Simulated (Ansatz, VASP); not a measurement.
## One calculation of BN, two programs

The input INCAR:

```
ALGO = Normal
EDIFF = 1E-6
EDIFFG = -0.01
ENCUT = 600
GGA = RP
IBRION = 2
ISIF = 3
ISMEAR = -1
IVDW = 13
LASPH = T
LCHARG = F
LREAL = F
LWAVE = F
NELM = 60
NSW = 60
PREC = Accurate
SIGMA = 0.05
```

File KPOINTS:

```
k-points
0
Gamma
  12 12 4
```

POSCAR

```
BN
1.0
    2.4982400000      0.0000000000      0.0000000000
   -1.2491200000      2.1635393048      0.0000000000
    0.0000000000      0.0000000000      6.6357000000
N B
2 2
Direct
    0.6666666667      0.3333333333      0.2500000000
    0.3333333333      0.6666666667      0.7500000000
    0.6666666667      0.3333333333      0.7500000000
    0.3333333333      0.6666666667      0.2500000000
```

input.yaml

```yaml
crystal:
  lattice:
    - [2.49824, 0.0, 0.0]
    - [-1.24912, 2.1635393048, 0.0]
    - [0.0, 0.0, 6.6357]
  atoms:
    - { symbol: "N", position: [0.6666666667, 0.3333333333, 0.25] }
    - { symbol: "N", position: [0.3333333333, 0.6666666667, 0.75] }
    - { symbol: B, position: [0.6666666667, 0.3333333333, 0.75] }
    - { symbol: B, position: [0.3333333333, 0.6666666667, 0.25] }
hamiltonian:
  xc: rpbe
  pseudopotentials: { kind: paw }
  dispersion: d4
kpoints:
  mp_grid: { grid: [12, 12, 4] }
scf:
  occupations: { method: fermi_dirac, width: 0.05 }
output:
  forces: true
  stress: true
  write_density: true
  write_potential: true
  elf: true
  volumetric_format: npy
relax:
  f_tol: 0.01
  max_steps: 40
  cell: { stress_tol: 0.05 }
```

Alike in both runs: task relaxation of cell and atoms; functional RPBE; dispersion D4; k mesh 12 × 12 × 4; occupations fermi-dirac, width 0.05 eV; no spin polarisation.

```csv
,VASP,Ansatz
version,VASP 6.6.1,Ansatz 0.2.0
potentials or method,"VASP PAW PBE potentials, release 64 (N, B)",Ansatz PAW
plane-wave cutoff (eV),600,420
valence electrons in the cell,16,16
```

|  | VASP | Ansatz | Ansatz less VASP |
| --- | --- | --- | --- |
| gap on the k mesh at the Fermi level, each at its own relaxed structure (eV) | 4.20 | 4.22 | +0.019 |
| relaxed volume (Å³/atom) | 8.34 | 8.39 | +0.050 |
| relaxed cell length with the largest relative difference (Å) | 6.116 | 6.153 | +0.0367 |

VASP's potentials were made for PBE, not for RPBE.

Noted on Ansatz's run: the plane-wave basis is chosen anew once the cell has moved, so the energies of steps on either side of that aren't comparable.
